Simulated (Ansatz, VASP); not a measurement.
**Two plane-wave programs on In8P7**

```xyz
15
Lattice="0.0000 5.8610 5.8610 5.8610 0.0000 5.8610 5.8610 5.8610 0.0000" Properties=species:S:1:pos:R:3 pbc="T T T"
In    0.0000    0.0000    0.0000
In    2.9305    2.9305    0.0000
In    2.9305    0.0000    2.9305
In    5.8610    2.9305    2.9305
In    0.0000    2.9305    2.9305
In    2.9305    5.8610    2.9305
In    2.9305    2.9305    5.8610
In    5.8610    5.8610    5.8610
P     4.3957    4.3957    1.4652
P     4.3957    1.4652    4.3957
P     7.3262    4.3957    4.3957
P     1.4652    4.3957    4.3957
P     4.3957    7.3262    4.3957
P     4.3957    4.3957    7.3262
P     7.3262    7.3262    7.3262
```

Alike in both runs: task single point; functional PBE; k mesh 2 × 2 × 2; occupations gaussian, width 0.02 eV; no spin polarisation.

```csv
,VASP,Ansatz
version,VASP 6.6.1,Ansatz 0.2.0
potentials or method,"VASP PAW PBE potentials, release 64 (In_d, P), cutoff 400 eV","plane waves, PAW"
valence electrons in the cell,139,139
```

|  | VASP | Ansatz | Ansatz less VASP |
| --- | --- | --- | --- |
| gap on the k mesh at the Fermi level (eV) | none | none | - |
| rms of the force components (eV/Å) | 0.213 | 0.213 | +0.0001 |

A gap of «none» marks a metal or a gap that the smearing closes. The functional is the same, so the differences come from potentials, cutoffs and numerics.

The k mesh is coarse, so the values compare programs but aren't converged.
